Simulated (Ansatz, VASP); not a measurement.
## Be2Si in VASP and in Ansatz

```
Be Si
1.0
    -1.87493    1.87493    2.62135
     1.87493   -1.87493    2.62135
     1.87493    1.87493   -2.62135
Be Si
2 1
Direct
  0.75000 0.25000 0.50000
  0.25000 0.75000 0.50000
  0.00000 0.00000 0.00000
```

Alike in both runs: task relaxation of cell and atoms; functional PBE; k mesh 18 × 18 × 18; occupations gaussian, width 0.1 eV; no spin polarisation.

|  | VASP | Ansatz |
| --- | --- | --- |
| version | VASP 6.6.1 | Ansatz 0.2.0 |
| potentials or method | VASP PAW PBE potentials, release 64 (Be, Si), cutoff 600 eV | scalar-relativistic, plane waves, PAW |
| valence electrons in the cell | 8 | 8 |

Ansatz gave:

| Item | Value |
| --- | --- |
| gap on the k mesh at the Fermi level, each at its own relaxed structure (eV) | none |
| relaxed volume (Å³/atom) | 12.29 |
| relaxed cell length with the largest relative difference (Å) | 3.736 |

Problem. What did VASP give for the same quantities?

Solution. gap on the k mesh at the Fermi level, each at its own relaxed structure (eV): none; relaxed volume (Å³/atom): 12.30; relaxed cell length with the largest relative difference (Å): 3.737.

A gap of «none» marks a metal or a gap that the smearing closes.
